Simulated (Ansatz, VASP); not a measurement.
**Ge in VASP and in Ansatz**

INCAR

```
SYSTEM = Ge
ALGO = Normal
EDIFF = 1E-6
ENCUT = 520
GGA = PE
ISIF = 2
ISMEAR = -1
LASPH = .TRUE.
LCHARG = .FALSE.
LREAL = .FALSE.
LWAVE = .FALSE.
NBANDS = 21
NELM = 60
PREC = Accurate
SIGMA = 0.02
```

Contents of KPOINTS:

```
k-points
0
G
  8 8 8
  0 0 0
```

The input POSCAR:

```
Ge
1.0
    0.0000000000      2.8368735121      2.7526183688
    2.8368735121      0.0000000000      2.7526183688
    2.8368735121      2.8368735121      0.0000000000
Ge
2
Direct
    0.0000000000      0.0000000000      0.0000000000
    0.2500000000      0.2500000000      0.2500000000
```

Input for Ansatz:

```yaml
crystal:
  lattice:
    - [0.0, 2.8368735121, 2.7526183688]
    - [2.8368735121, 0.0, 2.7526183688]
    - [2.8368735121, 2.8368735121, 0.0]
  atoms:
    - { symbol: Ge, position: [0.0, 0.0, 0.0] }
    - { symbol: Ge, position: [0.25, 0.25, 0.25] }
kpoints:
  mp_grid: { grid: [8, 8, 8] }
  band_path:
    path:
      - [0.0, 0.0, 0.0]
      - [0.5, 0.0, 0.5]
      - [0.625, 0.25, 0.625]
      - [0.375, 0.375, 0.75]
      - [0.5, 0.5, 0.5]
      - [0.5, 0.25, 0.75]
    npoints: 1
hamiltonian:
  xc: pbe
scf:
  occupations: { method: fermi_dirac, width: 0.02 }
  n_extra_bands: 4
output:
  forces: true
  stress: true
  eigenvalues: true
```

Change from the starting cell: uniaxial_z strain -3.0%.

Alike in both runs: task single point; functional PBE; k mesh 8 × 8 × 8; occupations fermi-dirac, width 0.02 eV; no spin polarisation.

```csv
,VASP,Ansatz
version,VASP 6.6.1,Ansatz 0.2.0
potentials or method,"VASP PAW PBE potentials, release 64 (Ge_d)","plane waves, PAW"
plane-wave cutoff (eV),520,420
valence electrons in the cell,28,28
```

```tsv
	VASP	Ansatz	Ansatz less VASP
pressure (GPa)	5.2	5.3	+0.10
traceless stress, the component that is largest in VASP (GPa)	1.38	1.37	-0.009
```

With one functional, cell and mesh, what is left measures potentials, basis and numerics.
